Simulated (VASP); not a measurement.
# Tm2MgC2: vibrations by perturbation theory with PBE

The system is Tm2MgC2.

```xyz
5
Lattice="-1.7632 1.7632 6.8732 1.7632 -1.7632 6.8732 1.7632 1.7632 -6.8732" Properties=species:S:1:pos:R:3 pbc="T T T"
Tm    0.0000    0.0000    9.1549
Tm    0.0000    0.0000    4.5915
Mg    0.0000    0.0000    0.0000
C     0.0000    0.0000   11.5755
C     0.0000    0.0000    2.1709
```

| Quantity | Value |
| --- | --- |
| Program | VASP 6.6.1 |
| Task | vibrations by perturbation theory |
| Functional | PBE |
| Potentials or basis | VASP PAW PBE potentials, release 64 (Tm_3, Mg, C), 4f in core |
| Cutoff | 600 eV |
| k mesh | 12 × 12 × 12 |
| Occupations | gaussian, width 0.1 eV |
| Spin | no spin polarisation |
| Dipole correction | no |
| Further INCAR settings | ALGO = Normal; EDIFF = 1e-08; IBRION = 8; NSW = 1 |

The highest phonon frequency at Γ is 503 cm⁻¹.

Phonon frequencies in cm⁻¹ (negative: imaginary):
```csv
q point,frequencies
"(0.000, 0.000, 0.000)",-1 0 0 105 105 131 165 165 278 278 294 315 315 480 503
```

Run time: 45 min on 4 MPI ranks on Intel(R) Xeon(R) 6975P-C (Granite Rapids), with other jobs on the host, peak memory 2.4 GiB a rank.

Caveat: spin-orbit coupling is left out, which moves the levels of the heavy elements; the 4f electrons are frozen in the core, so they carry no moment and show no levels. Spin polarisation is off, so any magnetic state and its effect on volume and gap are missing.
